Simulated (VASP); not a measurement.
# Pt (P6_3/mmc) in VASP: further runs, part 2 of 2

VASP 6.6.1.

### 3 Single point, PBE

This run uses another cell than the first one, of 15.81 Å³/atom, 1.023 times its volume.

File INCAR:

```
ALGO = Fast
EDIFF = 1E-6
ENCUT = 520
GGA = PE
ISIF = 2
ISMEAR = -1
LASPH = T
LCHARG = T
LELF = T
LREAL = F
LVHAR = T
LWAVE = F
NBANDS = 17
NELM = 80
PREC = Accurate
SIGMA = 0.05
```

File KPOINTS:

```
k-points
0
Gamma
  11 11 6
```

File POSCAR:

```
Pt
1.0
    2.7606656158      0.0000000000      0.0000000000
   -1.3803328079      2.3908065546      0.0000000000
    0.0000000000      0.0000000000      4.7921340000
Pt
2
Direct
    0.3333333333      0.6666666667      0.2500000000
    0.6666666667      0.3333333333      0.7500000000
```

Potentials or basis: VASP PAW PBE potentials, release 64 (Pt).

Run with:

```
$ cat potpaw_PBE.64/Pt/POTCAR > POTCAR
$ mpirun -np 1 vasp_std > vasp.out
```

OUTCAR:

```text
EDIFF = 1E-6
   ENCUT = 520
   GGA = PE
   ISIF = 2
   ISMEAR = -1
   LASPH = T
   LREAL = F
   NELM = 80
   PREC = Accurate

 ion  position               nearest neighbor table
   1  0.333  0.667  0.250-   2 2.88   2 2.88   2 2.88   2 2.88   2 2.88   2 2.88
   2  0.667  0.333  0.750-   1 2.88   1 2.88   1 2.88   1 2.88   1 2.88   1 2.88

  LATTYP: Found a hexagonal cell.
 ALAT       =     2.7606656158
 C/A-ratio  =     1.7358618054

  Lattice vectors:

 A1 = (   2.7606656158,   0.0000000000,   0.0000000000)
 A2 = (  -1.3803328079,   2.3908065546,   0.0000000000)
 A3 = (   0.0000000000,   0.0000000000,   4.7921340000)

Analysis of symmetry for initial positions (statically):
=====================================================================
 Subroutine PRICEL returns:
 Original cell was already a primitive cell.

 Routine SETGRP: Setting up the symmetry group for a
 hexagonal supercell.

 Subroutine GETGRP returns: Found 24 space group operations
 (whereof 12 operations were pure point group operations)
 out of a pool of 24 trial point group operations.

The static configuration has the point symmetry D_3d.
 The point group associated with its full space group is D_6h.

Analysis of symmetry for dynamics (positions and initial velocities):
=====================================================================
 Subroutine PRICEL returns:
 Original cell was already a primitive cell.

 Routine SETGRP: Setting up the symmetry group for a
 hexagonal supercell.

 Subroutine GETGRP returns: Found 24 space group operations
 (whereof 12 operations were pure point group operations)
 out of a pool of 24 trial point group operations.

The dynamic configuration has the point symmetry D_3d.
 The point group associated with its full space group is D_6h.

 Subroutine INISYM returns: Found 24 space group operations
 (whereof 12 operations are pure point group operations),
 and found     1 'primitive' translations

----------------------------------------------------------------------------------------

                                     Primitive cell

  volume of cell :      31.6291

  direct lattice vectors                    reciprocal lattice vectors
     2.760665616  0.000000000  0.000000000     0.362231483  0.209134444  0.000000000
    -1.380332808  2.390806555  0.000000000     0.000000000  0.418268888  0.000000000
     0.000000000  0.000000000  4.792134000     0.000000000  0.000000000  0.208675300

  length of vectors
     2.760665616  2.760665616  4.792134000     0.418268888  0.418268888  0.208675300

  position of ions in fractional coordinates (direct lattice)
     0.333333333  0.666666667  0.250000000
     0.666666667  0.333333333  0.750000000

  ion indices of the primitive-cell ions
   primitive index   ion index
                 1           1
                 2           2

----------------------------------------------------------------------------------------

 KPOINTS: k-points

Automatic generation of k-mesh.
 Grid dimensions read from file:
 generate k-points for:   11   11    6

 Generating k-lattice:

  Cartesian coordinates                     Fractional coordinates (reciprocal lattice)
     0.032930135  0.019012222  0.000000000     0.090909091  0.000000000  0.000000000
     0.000000000  0.038024444  0.000000000     0.000000000  0.090909091  0.000000000
     0.000000000  0.000000000  0.034779217     0.000000000  0.000000000  0.166666667

  Length of vectors
     0.038024444  0.038024444  0.034779217

  Shift w.r.t. Gamma in fractional coordinates (k-lattice)
     0.000000000  0.000000000  0.000000000

 Subroutine IBZKPT returns following result:
 ===========================================

 Found     64 irreducible k-points:

 Following reciprocal coordinates:
            Coordinates               Weight
  0.000000  0.000000  0.000000      1.000000
  0.090909  0.000000  0.000000      6.000000
  0.181818  0.000000  0.000000      6.000000
  0.272727  0.000000  0.000000      6.000000
  0.363636  0.000000  0.000000      6.000000
  0.454545  0.000000  0.000000      6.000000
[... 16 lines left out ...]
  0.090909  0.090909  0.166667     12.000000
  0.181818  0.090909  0.166667     24.000000
 [... further k-points ...]
   k-points           NKPTS =     64   k-points in BZ     NKDIM =     64   number of bands    NBANDS=     17
   number of dos      NEDOS =    301   number of ions     NIONS =      2
   total plane-waves  NPLWV =  20736
   dimension x,y,z NGX =    24 NGY =   24 NGZ =   36
   dimension x,y,z NGXF=    48 NGYF=   48 NGZF=   72
   ions per type =               2
   NGX,Y,Z   is equivalent  to a cutoff of  14.45, 14.45, 12.49 a.u.
   NGXF,Y,Z  is equivalent  to a cutoff of  28.91, 28.91, 24.98 a.u.
 SYSTEM =  unknown system
   PREC   = accura    normal or accurate (medium, high low for compatibility)
   ISTART =      0    job   : 0-new  1-cont  2-samecut
   ICHARG =      2    charge: 1-file 2-atom 10-const
   ISPIN  =      1    spin polarized calculation?
   LNONCOLLINEAR =      F non collinear calculations
   LSORBIT =      F    spin-orbit coupling
   LASPH  =      T    aspherical Exc in radial PAW
   ENCUT  =  520.0 eV  38.22 Ry    6.18 a.u.   5.13  5.13  8.91*2*pi/ulx,y,z
   NELM   =     80;   NELMIN=  2; NELMDL= -5     # of ELM steps
   EDIFF  = 0.1E-05   stopping-criterion for ELM
   LREAL  =      F    real-space projection
   EDIFFG = 0.1E-04   stopping-criterion for IOM
   NSW    =      0    number of steps for IOM
   IBRION =     -1    ionic relax: 0-MD 1-quasi-New 2-CG
   NFREE  =      0    steps in history (QN), initial steepest desc. (CG)
   ISIF   =      2    stress and relaxation
   ISYM   =      2    0-nonsym 1-usesym 2-fastsym
   POTIM  = 0.5000    time-step for ionic-motion
   TEBEG  =    0.0;   TEEND  =   0.0 temperature during run
   PSTRESS=    0.0 pullay stress
   NELECT =      20.0000    total number of electrons
   NUPDOWN=      -1.0000    fix difference up-down
   EMIN   =  10.00;   EMAX   =-10.00  energy-range for DOS
   EFERMI =   0.00;   METHOD = LEGACY
   ISMEAR =    -1;   SIGMA  =   0.05  broadening in eV -4-tet -1-fermi 0-gaus
   EFERMI_NEDOS =   21; number of points for ismear=-14 and -15
   IALGO  =     68    algorithm
   IMIX   =      4    mixing-type and parameters
     AMIX     =   0.40;   BMIX     =  1.00
     AMIX_MAG =   1.60;   BMIX_MAG =  1.00
  volume/ion in A,a.u.               =      15.81       106.72
  Fermi-wavevector in a.u.,A,eV,Ry     =   1.405149  2.655347 26.863944  1.974444
  Thomas-Fermi vector in A             =   2.527639
   LORBIT       =      0    0 simple, 1 ext, 2 COOP (PROOUT), +10 PAW based schemes
   GGA     = PE    functional components
   LHFCALC =     F    Hartree Fock is set to
   AEXX    =    0.0000 exact exchange contribution
   IVDW    =     0    specifies the selected vdW correction
   LEPSILON=     F    determine dielectric tensor
   LRPA    =     F    only Hartree local field effects (RPA)
 non-spin polarized calculation
 RMM-DIIS sequential band-by-band and
  energy-cutoff  :      520.00
  volume of cell :       31.63
 maximum number of plane-waves:       868
 NGX is ok and might be reduce to    24
   NGX = 11   NGY = 11   NGZ = 17

 number of electron      20.0000004 magnetization

 Free energy of the ion-electron system (eV)
  ---------------------------------------------------
  ext. energy  EPLUGINS =         0.00000000
  ---------------------------------------------------
  free energy    TOTEN  =       -12.08573295 eV

  energy without entropy =      -12.04976008  energy(sigma->0) =      -12.06774651

 E-fermi :  10.3479     XC(G=0): -13.2008

 val. band max:       10.3437951836   @ k =   0.2727   0.0909   0.1667
 cond. band min:      10.3503166629   @ k =   0.2727   0.2727   0.5000
 fundamental gap:      0.0065214793
 Fermi energy:        10.3479081749

 k-point     1 :       0.0000    0.0000    0.0000
  band No.  band energies     occupation
      1       0.6780      2.00000
      2       3.3196      2.00000
      3       6.4305      2.00000
      4       6.9496      2.00000
      5       6.9496      2.00000
      6       7.3125      2.00000
[... 9 lines left out ...]
     16      27.6359      0.00000
     17      31.4009      0.00000

 k-point     2 :       0.0909    0.0000    0.0000
  band No.  band energies     occupation
      1       0.9755      2.00000
      2       3.5909      2.00000
      3       6.3893      2.00000
      4       6.9479      2.00000
      5       7.1770      2.00000
      6       7.1807      2.00000
[... 9 lines left out ...]
     16      27.9414      0.00000
     17      29.9748      0.00000
[... 421 lines left out ...]
 k-point    24 :       0.1818    0.0909    0.1667
  band No.  band energies     occupation
      1       2.7330      2.00000
      2       4.7535      2.00000
      3       5.8886      2.00000
      4       6.0288      2.00000
      5       6.6007      2.00000
      6       7.1638      2.00000
[... 9 lines left out ...]
     16      26.8529      0.00000
     17      27.7809      0.00000

 [... further k-points ...]
[... 5 lines left out ...]
  --------------------------------------------------------------------------------------
  -------------------------------------------------------------------------------------
  Total       -0.0970368     -0.0970368     -0.4327504     -0.0000000      0.0000000      0.0000000
  in kB       -4.9154118     -4.9154118    -21.9210253     -0.0000000      0.0000000      0.0000000
  external PRESSURE =     -10.5839496 kB  Pullay stress =       0.0000000 kB

 VOLUME and BASIS-vectors are now :
 -----------------------------------------------------------------------------
  energy-cutoff  :      520.00
  volume of cell :       31.63
      direct lattice vectors                 reciprocal lattice vectors
     2.760665616  0.000000000  0.000000000     0.362231483  0.209134444  0.000000000
    -1.380332808  2.390806555  0.000000000     0.000000000  0.418268888  0.000000000
     0.000000000  0.000000000  4.792134000     0.000000000  0.000000000  0.208675300

 POSITION                                       TOTAL-FORCE (eV/Angst)
 -----------------------------------------------------------------------------------
     -0.00000      1.59387      1.19803        -0.000000      0.000000      0.000000
      1.38033      0.79694      3.59410         0.000000      0.000000      0.000000
 -----------------------------------------------------------------------------------
    total drift:                               -0.000000      0.000000     -0.000000

  FREE ENERGIE OF THE ION-ELECTRON SYSTEM (eV)
  ---------------------------------------------------
  free  energy   TOTEN  =       -12.0857329488 eV

  energy  without entropy=      -12.0497600756  energy(sigma->0) =      -12.06774651
```

stdout:

```text
POSCAR found type information on POSCAR Pt
 POSCAR found :  1 types and       2 ions
 scaLAPACK will be used
 LDA part: xc-table for (Slater+PW92), standard interpolation
 POSCAR, INCAR and KPOINTS ok, starting setup
 FFT: planning ... GRIDC
 FFT: planning ... GRID_SOFT
 FFT: planning ... GRID
 WAVECAR not read
 entering main loop
```

Wall time 16 s (1 thread of Intel Xeon 6975P-C, shared host); peak memory 0.17 GiB.

What came out:

| Property | Result |
| --- | --- |
| Free energy | -12.0857 eV |
| Pressure | -1.1 GPa |
| Band gap on the k mesh | zero (band 10 reaches 10.75 eV, above the bottom of band 11 at 9.56 eV) |

Caveat: spin-orbit coupling is left out, which moves the levels of the heavy elements.

### 4 Single point, PBE

This run uses another cell than the first one, of 15.76 Å³/atom, 1.020 times its volume.

File INCAR:

```
SYSTEM = Pt
ALGO = Normal
EDIFF = 1E-6
ENCUT = 520
GGA = PE
ISIF = 2
ISMEAR = -1
LASPH = .True.
LCHARG = .False.
LREAL = .False.
LWAVE = .False.
NBANDS = 17
NELM = 100
PREC = Accurate
SIGMA = 0.05
```

File KPOINTS:

```
k-points
0
Gamma
  11 11 6
  0 0 0
```

File POSCAR:

```
Pt
1.0
    2.7652356369      0.0000000000      0.0000000000
   -1.3826178184      2.3947643090      0.0000000000
    0.0000000000      0.0000000000      4.7602084903
Pt
2
Direct
    0.3333333333      0.6666666667      0.2500000000
    0.6666666667      0.3333333333      0.7500000000
```

Run with:

```
$ cat potpaw_PBE.64/Pt/POTCAR > POTCAR
$ mpirun -np 1 vasp_std > vasp.out
```

Run time: 15 s. Hardware: 1 thread of Intel Xeon 6975P-C, shared host; peak memory 0.17 GiB.

The run converged. Its results:

```yaml
Free_energy: -12.0871 eV
Pressure: -0.4 GPa
Band_gap_on_the_k_mesh: zero (band 10 reaches 10.79 eV, above the bottom of band 11 at 9.61 eV)
```

Stress tensor (GPa, compression positive):
```
-0.42  0.00  0.00
 0.00 -0.42  0.00
 0.00  0.00 -0.50
```

Levels at points of the mesh, in eV from the Fermi level:
| k point | band 8 | band 9 | band 10 | band 11 | band 12 | band 13 |
| --- | --- | --- | --- | --- | --- | --- |
| (0.00, 0.00, 0.00) | -1.86 | -1.86 | -0.66 | -0.23 | -0.23 | 4.80 |
| (0.00, 0.00, 0.50) | -3.42 | -0.81 | -0.81 | -0.81 | -0.81 | 12.11 |

Caveat: spin-orbit coupling is left out, which moves the levels of the heavy elements.

### 5 Relaxation of cell and atoms, PBE

This run uses another cell than the first one, of 15.81 Å³/atom, 1.023 times its volume.

File INCAR:

```
SYSTEM = Pt
ALGO = Normal
EDIFF = 1E-7
EDIFFG = -0.01
ENCUT = 600
GGA = PE
IBRION = 2
ISIF = 3
ISMEAR = -1
LASPH = .TRUE.
LCHARG = .FALSE.
LREAL = .FALSE.
LWAVE = .FALSE.
NELM = 60
NSW = 60
PREC = Accurate
SIGMA = 0.05
```

File KPOINTS:

```
k-points
0
G
  11 11 6
  0 0 0
```

File POSCAR:

```
Pt
1.0
    2.7606656158      0.0000000000      0.0000000000
   -1.3803328079      2.3908065546      0.0000000000
    0.0000000000      0.0000000000      4.7921340000
Pt
2
Direct
    0.3333333333      0.6666666667      0.2500000000
    0.6666666667      0.3333333333      0.7500000000
```

Run with:

```
$ cat potpaw_PBE.64/Pt/POTCAR > POTCAR
$ mpirun -np 1 vasp_std > vasp.out
```

Run time: 61 s. Hardware: 1 thread of Intel Xeon 6975P-C, shared host; peak memory 0.18 GiB.

Results (log left out):

```yaml
Free_energy: -12.0875 eV
Relaxed_volume: 15.74 Å³/atom
Relaxed_cell: a = 2.764 Å, b = 2.764 Å, c = 4.756 Å, α = 90.00°, β = 90.00°, γ = 120.00°
Space_group_after_relaxing_to_0.05_Å: P6_3/mmc (No. 194)
Energy_gained_by_relaxing: 0.7 meV/atom
Ionic_steps: 5
Pressure_after_relaxing: 0.0 GPa
Band_gap_on_the_k_mesh: zero (band 10 reaches 10.82 eV, above the bottom of band 11 at 9.63 eV)
```

The path:
```csv
step,energy change (eV),largest force (eV/Å),pressure (GPa),volume (Å³)
1,0.0000,0.0000,-0.97,31.63
2,0.0005,0.0000,2.29,31.19
3,-0.0010,0.0000,0.46,31.43
4,-0.0014,0.0000,-0.14,31.49
5,-0.0015,0.0000,0.03,31.47
```

Final structure:
```cif
data_structure
_symmetry_space_group_name_H-M 'P 1'
_symmetry_Int_Tables_number 1
_cell_length_a 2.7643
_cell_length_b 2.7643
_cell_length_c 4.7556
_cell_angle_alpha 90.000
_cell_angle_beta 90.000
_cell_angle_gamma 120.000
_cell_volume 31.47
loop_
_atom_site_label
_atom_site_type_symbol
_atom_site_fract_x
_atom_site_fract_y
_atom_site_fract_z
_atom_site_occupancy
Pt1 Pt 0.33333 0.66667 0.25000 1
Pt2 Pt 0.66667 0.33333 0.75000 1
```

Levels at points of the mesh, in eV from the Fermi level:
| k point | band 6 | band 7 | band 8 | band 9 | band 10 | band 11 | band 12 | band 13 | band 14 |
| --- | --- | --- | --- | --- | --- | --- | --- | --- | --- |
| (0.00, 0.00, 0.00) | -3.04 | -3.04 | -1.87 | -1.87 | -0.67 | -0.23 | -0.23 | 4.82 | 15.08 |
| (0.00, 0.00, 0.50) | -3.43 | -3.43 | -3.43 | -0.81 | -0.81 | -0.81 | -0.81 | 12.13 | 12.13 |

Caveat: spin-orbit coupling is left out, which moves the levels of the heavy elements.

### 6 The runs side by side

| task | cell | cutoff (eV) | gap on the mesh (eV) | pressure (GPa) |
| --- | --- | --- | --- | --- |
| single point | a = 2.750, b = 2.750, c = 4.720 Å, angles 90.0, 90.0, 120.0°, 2 atoms | 520 | none | 4.6 |
| single point | a = 2.761, b = 2.761, c = 4.792 Å, angles 90.0, 90.0, 120.0°, 2 atoms | 520 | none | -1.1 |
| single point | a = 2.765, b = 2.765, c = 4.760 Å, angles 90.0, 90.0, 120.0°, 2 atoms | 520 | none | -0.4 |
| relaxation of cell and atoms | relaxed from a = 2.761, b = 2.761, c = 4.792 Å, angles 90.0, 90.0, 120.0°, 2 atoms | 600 | none | 0.0 |

Alike in all rows: level PBE; potentials or basis VASP PAW PBE potentials, release 64 (Pt); no spin polarisation; k mesh 11 × 11 × 6; smearing fermi-dirac 0.05 eV.

Caveats: spin-orbit coupling is left out, which moves the levels of the heavy elements.

Absolute energies hang on the potentials; compare differences alone.
